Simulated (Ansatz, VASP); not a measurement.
# One calculation of SrO, two programs

Contents of POSCAR:

```
SrO
1.0
    0.0000000000      2.5278562600      2.5278562600
    2.5278562600      0.0000000000      2.5278562600
    2.5278562600      2.5278562600      0.0000000000
Sr O
1 1
Direct
    0.5000000000      0.5000000000      0.5000000000
    0.0000000000      0.0000000000      0.0000000000
```

The input INCAR.step1:

```
PREC = Accurate ; ENCUT = 520
ISMEAR = -1 ; SIGMA = 0.02
LREAL = False ; LASPH = True
NELM = 100 ; GGA = PE
ALGO = Normal ; EDIFF = 1E-4
LWAVE = True ; LCHARG = False
```

The input INCAR.step2:

```
PREC = Accurate ; ENCUT = 520
EDIFF = 1E-7 ; ISMEAR = -1
SIGMA = 0.02 ; LREAL = False
LASPH = True ; NELM = 100
ALGO = Normal ; ISIF = 2
LWAVE = False ; LCHARG = False
METAGGA = R2SCAN ; LMIXTAU = True
IBRION = 2 ; NSW = 50
EDIFFG = -0.01 ; ISTART = 1
```

Contents of KPOINTS:

```
Automatic mesh
0
Gamma
  10 10 10
```

Input for Ansatz:

```yaml
crystal:
  lattice:
    - [0.0, 2.52785626, 2.52785626]
    - [2.52785626, 0.0, 2.52785626]
    - [2.52785626, 2.52785626, 0.0]
  atoms:
    - { symbol: Sr, position: [0.5, 0.5, 0.5] }
    - { symbol: O, position: [0.0, 0.0, 0.0] }
  symmetry: { tolerance: 0.0003 }
hamiltonian:
  xc: r2scan
  pseudopotentials: { kind: paw, azcp: { folder: soft_1 } }
basis:
  ecutwfc: 500
magnetization:
  spin_polarized: false
scf:
  occupations: { method: fermi_dirac, width: 0.02 }
kpoints:
  mp_grid: { grid: [10, 10, 10], shift: [0, 0, 0] }
  band_path:
    path:
      - [0.0, 0.0, 0.0]
      - [0.5, 0.0, 0.5]
      - [0.625, 0.25, 0.625]
      - [0.375, 0.375, 0.75]
      - [0.0, 0.0, 0.0]
      - [0.5, 0.5, 0.5]
      - [0.5, 0.25, 0.75]
      - [0.5, 0.0, 0.5]
    npoints: 10
output:
  forces: true
  stress: true
  eigenvalues: true
  write_potential: true
  elf: true
  volumetric_format: npy
  dos: { e_range: [-12, 8], de: 0.05 }
relax:
  max_steps: 30
```

Alike in both runs: task relaxation of the atoms; functional r2SCAN; k mesh 10 × 10 × 10; occupations fermi-dirac, width 0.02 eV; no spin polarisation.

|  | VASP | Ansatz |
| --- | --- | --- |
| version | VASP 6.6.1 | Ansatz 0.2.0 |
| potentials or method | VASP PAW PBE potentials, release 64 (Sr_sv, O), cutoff 520 eV | PAW plane waves |
| valence electrons in the cell | 16 | 16 |

```tsv
	VASP	Ansatz	Ansatz less VASP
gap on the k mesh at the Fermi level, each at its own relaxed structure (eV)	3.71	3.77	+0.058
```

VASP's potentials were made for PBE, not for r2SCAN. Ansatz's warnings: stress scf threshold loose.

Noted on VASP's run: the relaxation stopped at its first step, so nothing moved.
